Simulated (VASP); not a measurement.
# InP (I-4m2) in VASP: notebook

InP is run at these levels: PBE; tasks: single point.

All numbers are computed with VASP 6.6.1; they aren't measurements. Logs are shortened: lines on timing, memory, paths and dates and some standing lists are left out, and cuts for length are marked.

## (1) The cell of the first run

The structure is tetragonal, space group I-4m2 (No. 119). Conventional cell: a = 4.214 Å, b = 4.214 Å, c = 5.602 Å, α = 90.00°, β = 90.00°, γ = 90.00°. In (site symmetry -4m2) has 4 P at 2.53 Å within 3.3 Å. P (site symmetry -4m2) has 4 In at 2.53 Å within 3.3 Å.

## (2) Single point, PBE (strain -0.0600 x Voigt [0, 0, 1, 0, 0, 0])

The input, INCAR:

```
PREC = Accurate ; ENCUT = 520
EDIFF = 1E-7 ; ISMEAR = 0
SIGMA = 0.05 ; LREAL = F
LASPH = T ; NELM = 100
ALGO = Normal ; ISIF = 2
LWAVE = F ; LCHARG = T
GGA = PE ; LELF = T
LVHAR = T ; NBANDS = 16
```

The input, KPOINTS:

```
regular mesh
0
Gamma
  10 10 10
```

The input, POSCAR:

```
InP
1.0
    0.0000000000      2.9800342081      2.8012321556
    2.9800342081      0.0000000000      2.8012321556
    2.9800342081      2.9800342081      0.0000000000
In P
1 1
Direct
    0.0000000000      0.0000000000      0.0000000000
    0.7500000000      0.7500000000      0.7500000000
```

Potentials or basis: VASP PAW PBE potentials, release 64 (In_d, P).

Launch:

```console
> cat potpaw_PBE.64/In_d/POTCAR potpaw_PBE.64/P/POTCAR > POTCAR
> mpirun -np 1 vasp_std > vasp.out
```

OUTCAR:

```text
PREC = Accurate
   ENCUT = 520
   EDIFF = 1E-7
   ISMEAR = 0
   LREAL = F
   LASPH = T
   NELM = 100
   ISIF = 2
   GGA = PE

 ion  position               nearest neighbor table
   1  0.000  0.000  0.000-   2 2.53   2 2.53   2 2.53   2 2.53
   2  0.750  0.750  0.750-   1 2.53   1 2.53   1 2.53   1 2.53

  LATTYP: Found a body centered tetragonal cell.
 ALAT       =     4.2144047934
 C/A-ratio  =     1.3293607486

  Lattice vectors:

 A1 = (   0.0000000000,  -2.9800342081,  -2.8012321556)
 A2 = (   0.0000000000,   2.9800342081,  -2.8012321556)
 A3 = (   2.9800342081,   0.0000000000,   2.8012321556)

Analysis of symmetry for initial positions (statically):
=====================================================================
 Subroutine PRICEL returns:
 Original cell was already a primitive cell.

 Routine SETGRP: Setting up the symmetry group for a
 body centered tetragonal supercell.

 Subroutine GETGRP returns: Found  8 space group operations
 (whereof  8 operations were pure point group operations)
 out of a pool of 16 trial point group operations.

The static configuration has the point symmetry D_2d.

Analysis of symmetry for dynamics (positions and initial velocities):
=====================================================================
 Subroutine PRICEL returns:
 Original cell was already a primitive cell.

 Routine SETGRP: Setting up the symmetry group for a
 body centered tetragonal supercell.

 Subroutine GETGRP returns: Found  8 space group operations
 (whereof  8 operations were pure point group operations)
 out of a pool of 16 trial point group operations.

The dynamic configuration has the point symmetry D_2d.

 Subroutine INISYM returns: Found  8 space group operations
 (whereof  8 operations are pure point group operations),
 and found     1 'primitive' translations

----------------------------------------------------------------------------------------

                                     Primitive cell

  volume of cell :      49.7533

  direct lattice vectors                    reciprocal lattice vectors
     0.000000000  2.980034208  2.801232156    -0.167783309  0.167783309  0.178492882
     2.980034208  0.000000000  2.801232156     0.167783309 -0.167783309  0.178492882
     2.980034208  2.980034208  0.000000000     0.167783309  0.167783309 -0.178492882

  length of vectors
     4.089927319  4.089927319  4.214404793     0.296921179  0.296921179  0.296921179

  position of ions in fractional coordinates (direct lattice)
     0.000000000  0.000000000  0.000000000
     0.750000000  0.750000000  0.750000000

  ion indices of the primitive-cell ions
   primitive index   ion index
                 1           1
                 2           2

----------------------------------------------------------------------------------------

 KPOINTS: regular mesh

Automatic generation of k-mesh.
 Grid dimensions read from file:
 generate k-points for:   10   10   10

 Generating k-lattice:

  Cartesian coordinates                     Fractional coordinates (reciprocal lattice)
    -0.016778331  0.016778331  0.017849288     0.100000000  0.000000000  0.000000000
     0.016778331 -0.016778331  0.017849288     0.000000000  0.100000000  0.000000000
     0.016778331  0.016778331 -0.017849288    -0.000000000 -0.000000000  0.100000000

  Length of vectors
     0.029692118  0.029692118  0.029692118

  Shift w.r.t. Gamma in fractional coordinates (k-lattice)
     0.000000000  0.000000000  0.000000000

 Subroutine IBZKPT returns following result:
 ===========================================

 Found    102 irreducible k-points:

 Following reciprocal coordinates:
            Coordinates               Weight
  0.000000  0.000000  0.000000      1.000000
  0.100000  0.000000  0.000000      8.000000
  0.200000  0.000000  0.000000      8.000000
  0.300000  0.000000  0.000000      8.000000
  0.400000  0.000000  0.000000      8.000000
  0.500000 -0.000000  0.000000      4.000000
[... 16 lines left out ...]
  0.300000  0.300000  0.000000      2.000000
  0.400000  0.300000  0.000000      8.000000
 [... further k-points ...]
   k-points           NKPTS =    102   k-points in BZ     NKDIM =    102   number of bands    NBANDS=     16
   number of dos      NEDOS =    301   number of ions     NIONS =      2
   total plane-waves  NPLWV =  28800
   dimension x,y,z NGX =    30 NGY =   30 NGZ =   32
   dimension x,y,z NGXF=    60 NGYF=   60 NGZF=   64
   ions per type =               1   1
   NGX,Y,Z   is equivalent  to a cutoff of  12.19, 12.19, 12.62 a.u.
   NGXF,Y,Z  is equivalent  to a cutoff of  24.39, 24.39, 25.25 a.u.
 SYSTEM =  unknown system
   PREC   = accura    normal or accurate (medium, high low for compatibility)
   ISTART =      0    job   : 0-new  1-cont  2-samecut
   ICHARG =      2    charge: 1-file 2-atom 10-const
   ISPIN  =      1    spin polarized calculation?
   LNONCOLLINEAR =      F non collinear calculations
   LSORBIT =      F    spin-orbit coupling
   LASPH  =      T    aspherical Exc in radial PAW
   ENCUT  =  520.0 eV  38.22 Ry    6.18 a.u.   7.60  7.60  7.84*2*pi/ulx,y,z
   NELM   =    100;   NELMIN=  2; NELMDL= -5     # of ELM steps
   EDIFF  = 0.1E-06   stopping-criterion for ELM
   LREAL  =      F    real-space projection
   EDIFFG = 0.1E-05   stopping-criterion for IOM
   NSW    =      0    number of steps for IOM
   IBRION =     -1    ionic relax: 0-MD 1-quasi-New 2-CG
   NFREE  =      0    steps in history (QN), initial steepest desc. (CG)
   ISIF   =      2    stress and relaxation
   ISYM   =      2    0-nonsym 1-usesym 2-fastsym
   POTIM  = 0.5000    time-step for ionic-motion
   TEBEG  =    0.0;   TEEND  =   0.0 temperature during run
   PSTRESS=    0.0 pullay stress
   NELECT =      18.0000    total number of electrons
   NUPDOWN=      -1.0000    fix difference up-down
   EMIN   =  10.00;   EMAX   =-10.00  energy-range for DOS
   EFERMI =   0.00;   METHOD = LEGACY
   ISMEAR =     0;   SIGMA  =   0.05  broadening in eV -4-tet -1-fermi 0-gaus
   EFERMI_NEDOS =   21; number of points for ismear=-14 and -15
   IALGO  =     38    algorithm
   IMIX   =      4    mixing-type and parameters
     AMIX     =   0.40;   BMIX     =  1.00
     AMIX_MAG =   1.60;   BMIX_MAG =  1.00
  volume/ion in A,a.u.               =      24.88       167.88
  Fermi-wavevector in a.u.,A,eV,Ry     =   1.166519  2.204401 18.514352  1.360766
  Thomas-Fermi vector in A             =   2.303031
   LORBIT       =      0    0 simple, 1 ext, 2 COOP (PROOUT), +10 PAW based schemes
   GGA     = PE    functional components
   LHFCALC =     F    Hartree Fock is set to
   AEXX    =    0.0000 exact exchange contribution
   IVDW    =     0    specifies the selected vdW correction
   LEPSILON=     F    determine dielectric tensor
   LRPA    =     F    only Hartree local field effects (RPA)
 non-spin polarized calculation
 Gauss-broadening in eV      SIGMA  =   0.05
  energy-cutoff  :      520.00
  volume of cell :       49.75
 maximum number of plane-waves:      1359
   NGX = 15   NGY = 15   NGZ = 15

 number of electron      18.0000003 magnetization

 Free energy of the ion-electron system (eV)
  ---------------------------------------------------
  ext. energy  EPLUGINS =         0.00000000
  ---------------------------------------------------
  free energy    TOTEN  =        -8.35469327 eV

  energy without entropy =       -8.35469327  energy(sigma->0) =       -8.35469327

 E-fermi :   5.7102     XC(G=0):  -9.3390

 val. band max:        5.4888993130   @ k =   0.0000   0.0000   0.0000
 cond. band min:       6.0737662612   @ k =   0.0000   0.0000   0.0000
 fundamental gap:      0.5848669482
 Fermi energy:         5.7102485906

 k-point     1 :       0.0000    0.0000    0.0000
  band No.  band energies     occupation
      1      -8.9027      2.00000
      2      -8.9027      2.00000
      3      -8.8769      2.00000
      4      -8.7431      2.00000
      5      -8.7349      2.00000
      6      -6.2721      2.00000
[... 8 lines left out ...]
     15      14.3165      0.00000
     16      15.1644      0.00000

 k-point     2 :       0.1000    0.0000    0.0000
  band No.  band energies     occupation
      1      -8.9111      2.00000
      2      -8.8974      2.00000
      3      -8.8768      2.00000
      4      -8.7436      2.00000
      5      -8.7341      2.00000
      6      -6.1552      2.00000
[... 8 lines left out ...]
     15      14.3168      0.00000
     16      14.7430      0.00000

 k-point     3 :       0.2000    0.0000    0.0000
  band No.  band energies     occupation
      1      -8.9408      2.00000
      2      -8.8849      2.00000
      3      -8.8680      2.00000
      4      -8.7440      2.00000
      5      -8.7309      2.00000
      6      -5.8190      2.00000
[... 8 lines left out ...]
     15      13.9237      0.00000
     16      14.9497      0.00000

 k-point     4 :       0.3000    0.0000    0.0000
  band No.  band energies     occupation
      1      -8.9783      2.00000
      2      -8.8722      2.00000
      3      -8.8563      2.00000
      4      -8.7424      2.00000
      5      -8.7238      2.00000
      6      -5.3153      2.00000
[... 8 lines left out ...]
     15      14.1582      0.00000
     16      14.6226      0.00000
[... 324 lines left out ...]
 k-point    22 :      -0.2000    0.2000    0.0000
  band No.  band energies     occupation
      1      -8.9885      2.00000
      2      -8.8624      2.00000
      3      -8.8457      2.00000
      4      -8.7386      2.00000
      5      -8.7343      2.00000
      6      -5.1753      2.00000
[... 8 lines left out ...]
     15      15.3820      0.00000
     16      16.7281      0.00000

 k-point    23 :       0.3000    0.3000    0.0000
  band No.  band energies     occupation
      1      -9.0254      2.00000
      2      -8.8292      2.00000
      3      -8.8292      2.00000
      4      -8.7828      2.00000
      5      -8.7049      2.00000
      6      -4.9125      2.00000
[... 8 lines left out ...]
     15      15.2072      0.00000
     16      18.2556      0.00000

 k-point    24 :       0.4000    0.3000    0.0000
  band No.  band energies     occupation
      1      -9.0484      2.00000
      2      -8.8175      2.00000
      3      -8.8155      2.00000
      4      -8.7879      2.00000
      5      -8.6995      2.00000
      6      -4.4698      2.00000
[... 8 lines left out ...]
     15      15.7887      0.00000
     16      18.2009      0.00000

 [... further k-points ...]
[... 5 lines left out ...]
  --------------------------------------------------------------------------------------
  -------------------------------------------------------------------------------------
  Total        1.0439183      1.0439183      1.6972971      0.0000000      0.0000000      0.0000000
  in kB       33.6167334     33.6167334     54.6571337      0.0000000      0.0000000      0.0000000
  external PRESSURE =      40.6302001 kB  Pullay stress =       0.0000000 kB

 VOLUME and BASIS-vectors are now :
 -----------------------------------------------------------------------------
  energy-cutoff  :      520.00
  volume of cell :       49.75
      direct lattice vectors                 reciprocal lattice vectors
     0.000000000  2.980034208  2.801232156    -0.167783309  0.167783309  0.178492882
     2.980034208  0.000000000  2.801232156     0.167783309 -0.167783309  0.178492882
     2.980034208  2.980034208  0.000000000     0.167783309  0.167783309 -0.178492882

 POSITION                                       TOTAL-FORCE (eV/Angst)
 -----------------------------------------------------------------------------------
      0.00000      0.00000      0.00000         0.000000      0.000000      0.000000
      4.47005      4.47005      4.20185        -0.000000     -0.000000     -0.000000
 -----------------------------------------------------------------------------------
    total drift:                               -0.000002     -0.000002     -0.000005

  FREE ENERGIE OF THE ION-ELECTRON SYSTEM (eV)
  ---------------------------------------------------
  free  energy   TOTEN  =        -8.3546932667 eV

  energy  without entropy=       -8.3546932667  energy(sigma->0) =       -8.35469327
```

It took 2.8 min on 1 thread of AMD EPYC 7R13, shared host; peak memory 0.2 GiB.

Results:

- Free energy: -8.3547 eV
- Pressure: 4.1 GPa
- Band gap on the k mesh: 0.58 eV, direct

Stress tensor (GPa, compression positive):
```
3.36 0.00 0.00
0.00 3.36 0.00
0.00 0.00 5.47
```

Caveat: the cell differs from its parent crystal (strain -0.0600 x Voigt [0, 0, 1, 0, 0, 0]); spin-orbit coupling is left out, which moves the levels of the heavy elements.

## (3) Single point, PBE (strain -0.0450 x Voigt [0, 0, 1, 0, 0, 0])

The input, INCAR:

```
PREC = Accurate ; ENCUT = 520
EDIFF = 1E-6 ; ISMEAR = 0
SIGMA = 0.05 ; LREAL = F
LASPH = T ; NELM = 100
ALGO = Normal ; ISIF = 2
LWAVE = F ; LCHARG = F
GGA = PE ; NBANDS = 16
```

The input, KPOINTS:

```
Automatic mesh
0
Gamma
  10 10 10
```

The input, POSCAR:

```
InP
1.0
    0.0000000000      2.9800342081      2.8459326687
    2.9800342081      0.0000000000      2.8459326687
    2.9800342081      2.9800342081      0.0000000000
In P
1 1
Direct
    0.0000000000      0.0000000000      0.0000000000
    0.7500000000      0.7500000000      0.7500000000
```

Potentials or basis: VASP PAW PBE potentials, release 64 (In_d, P).

Launch:

```console
> cat potpaw_PBE.64/In_d/POTCAR potpaw_PBE.64/P/POTCAR > POTCAR
> mpirun -np 1 vasp_std > vasp.out
```

Run time: 2.3 min. Hardware: 1 thread of AMD EPYC 7R13, shared host; peak memory 0.2 GiB.

The run converged. Its results:

| Quantity | Value |
| --- | --- |
| Free energy | -8.3784 eV |
| Pressure | 2.9 GPa |
| Band gap on the k mesh | 0.55 eV, direct |

Stress tensor (GPa, compression positive):
```
2.36 0.00 0.00
0.00 2.36 0.00
0.00 0.00 4.02
```

Levels at points of the mesh, in eV from the valence-band top:
```tsv
k point	band 6	band 7	band 8	band 9	band 10	band 11	band 12	band 13
(0.00, 0.00, 0.00)	-11.61	-0.20	-0.20	0.00	0.55	3.93	4.00	4.00
(0.50, 0.00, 0.00)	-9.91	-5.83	-1.24	-0.95	1.33	4.53	4.88	6.98
(0.50, 0.50, 0.00)	-9.15	-5.67	-2.60	-2.60	1.48	1.86	9.34	9.41
(0.50, 0.00, 0.50)	-9.31	-5.95	-2.35	-2.33	1.73	2.28	8.88	9.24
```

Caveat: the cell differs from its parent crystal (strain -0.0450 x Voigt [0, 0, 1, 0, 0, 0]); spin-orbit coupling is left out, which moves the levels of the heavy elements.

## (4) Single point, PBE (strain -0.0300 x Voigt [0, 0, 1, 0, 0, 0])

The input, INCAR:

```
PREC     = Accurate       # precision mode
ENCUT    = 520            # plane-wave cutoff, eV
EDIFF    = 1E-7           # SCF threshold, eV
ISMEAR   = 0              # smearing method
SIGMA    = 0.05           # smearing width, eV
LREAL    = False          # projectors in reciprocal space
LASPH    = True           # aspherical terms in the spheres
NELM     = 100            # most SCF steps
ALGO     = Normal         # electronic algorithm
ISIF     = 2              # what is computed and relaxed
LWAVE    = False          # write WAVECAR
LCHARG   = True           # write CHGCAR
GGA      = PE             # functional
LELF     = True           # ELF
LVHAR    = True         
NBANDS   = 16             # bands
```

KPOINTS is that of step 3.

The input, POSCAR:

```
InP
1.0
    0.0000000000      2.9800342081      2.8906331819
    2.9800342081      0.0000000000      2.8906331819
    2.9800342081      2.9800342081      0.0000000000
In P
1 1
Direct
    0.0000000000      0.0000000000      0.0000000000
    0.7500000000      0.7500000000      0.7500000000
```

Launch:

```console
> cat potpaw_PBE.64/In_d/POTCAR potpaw_PBE.64/P/POTCAR > POTCAR
> mpirun -np 1 vasp_std > vasp.out
```

Wall time 2.9 min (1 thread of AMD EPYC 7R13, shared host); peak memory 0.2 GiB.

Results (log left out):

- Free energy: -8.3951 eV
- Pressure: 1.9 GPa
- Band gap on the k mesh: 0.51 eV, direct

Stress tensor (GPa, compression positive):
```
1.47 0.00 0.00
0.00 1.47 0.00
0.00 0.00 2.62
```

Levels at points of the mesh, in eV from the valence-band top:
| k point | band 7 | band 8 | band 9 | band 10 | band 11 | band 12 |
| --- | --- | --- | --- | --- | --- | --- |
| (0.00, 0.00, 0.00) | -0.13 | -0.13 | 0.00 | 0.51 | 3.98 | 4.03 |
| (0.50, 0.00, 0.00) | -5.71 | -1.13 | -0.94 | 1.35 | 4.62 | 4.84 |
| (0.50, 0.50, 0.00) | -5.63 | -2.45 | -2.45 | 1.61 | 2.00 | 9.19 |
| (0.50, 0.00, 0.50) | -5.81 | -2.29 | -2.27 | 1.76 | 2.27 | 8.89 |

Caveat: the cell differs from its parent crystal (strain -0.0300 x Voigt [0, 0, 1, 0, 0, 0]); spin-orbit coupling is left out, which moves the levels of the heavy elements.

## (5) Overview

| cell | gap on the mesh (eV) | pressure (GPa) |
| --- | --- | --- |
| a = 4.090, b = 4.090, c = 4.214 Å, angles 59.0, 59.0, 62.0°, 2 atoms | 0.58 | 4.1 |
| a = 4.121, b = 4.121, c = 4.214 Å, angles 59.2, 59.2, 61.5°, 2 atoms | 0.55 | 2.9 |
| a = 4.152, b = 4.152, c = 4.214 Å, angles 59.5, 59.5, 61.0°, 2 atoms | 0.51 | 1.9 |

Alike in all rows: task single point; level PBE; potentials or basis VASP PAW PBE potentials, release 64 (In_d, P); no spin polarisation; k mesh 10 × 10 × 10; cutoff (eV) 520; smearing gaussian 0.05 eV.

Caveats: spin-orbit coupling is left out, which moves the levels of the heavy elements.

Total energies depend on the potentials used, so only differences within one code and one set of settings carry meaning.
